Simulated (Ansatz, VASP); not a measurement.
## One calculation of Si3C2, two programs

INCAR

```
ALGO = Normal
EDIFF = 1E-6
ENCUT = 520
GGA = PE
ISIF = 2
ISMEAR = 0
LASPH = True
LCHARG = False
LREAL = False
LWAVE = False
NBANDS = 18
NELM = 80
PREC = Accurate
SIGMA = 0.1
```

The input KPOINTS:

```
k-points
0
Gamma
  6 6 2
```

The input POSCAR:

```
Si3C2
1.0
    2.5969415100      0.0000000000      0.0000000000
   -1.2984707600      2.2490173200      0.0000000000
    0.0000000000      0.0000000000     12.1933952200
Si C
3 2
Direct
    0.0000000000      0.0000000000      0.7000000000
    0.0000000000      0.0000000000      0.3000000000
    0.0000000000      0.0000000000      0.5000000000
    0.0000000000      0.0000000000      0.9000000000
    0.0000000000      0.0000000000      0.1000000000
```

Input for Ansatz:

```yaml
crystal:
  lattice:
    - [2.59694151, 0.0, 0.0]
    - [-1.29847076, 2.24901732, 0.0]
    - [0.0, 0.0, 12.19339522]
  atoms:
    - { symbol: Si, position: [0.0, 0.0, 0.7] }
    - { symbol: Si, position: [0.0, 0.0, 0.3] }
    - { symbol: Si, position: [0.0, 0.0, 0.5] }
    - { symbol: C, position: [0.0, 0.0, 0.9] }
    - { symbol: C, position: [0.0, 0.0, 0.1] }
basis:
  ecutwfc: 420
kpoints:
  mp_grid: { grid: [6, 6, 2] }
hamiltonian:
  xc: pbe
scf:
  occupations: { method: gaussian, width: 0.1 }
  lower_state_search: "off"
output:
  forces: true
  stress: true
  eigenvalues: true
```

Alike in both runs: task single point; functional PBE; k mesh 6 × 6 × 2; occupations gaussian, width 0.1 eV; no spin polarisation.

```csv
,VASP,Ansatz
version,VASP 6.6.1,Ansatz 0.2.0
potentials or method,"VASP PAW PBE potentials, release 64 (Si, C), cutoff 520 eV","scalar-relativistic, plane waves, PAW"
valence electrons in the cell,20,20
```

|  | VASP | Ansatz | Ansatz less VASP |
| --- | --- | --- | --- |
| gap on the k mesh at the Fermi level (eV) | none | none | - |
| pressure (GPa) | -11.8 | -11.8 | +0.04 |
| traceless stress, the component that is largest in VASP (GPa) | 0.14 | 0.12 | -0.020 |
| rms of the force components (eV/Å) | 0.741 | 0.743 | +0.0018 |

Atom by atom the forces differ by 0.002 eV/Å (rms over components). A gap of «none» marks a metal or a gap that the smearing closes.

The k mesh is coarse, so the values compare programs but aren't converged.
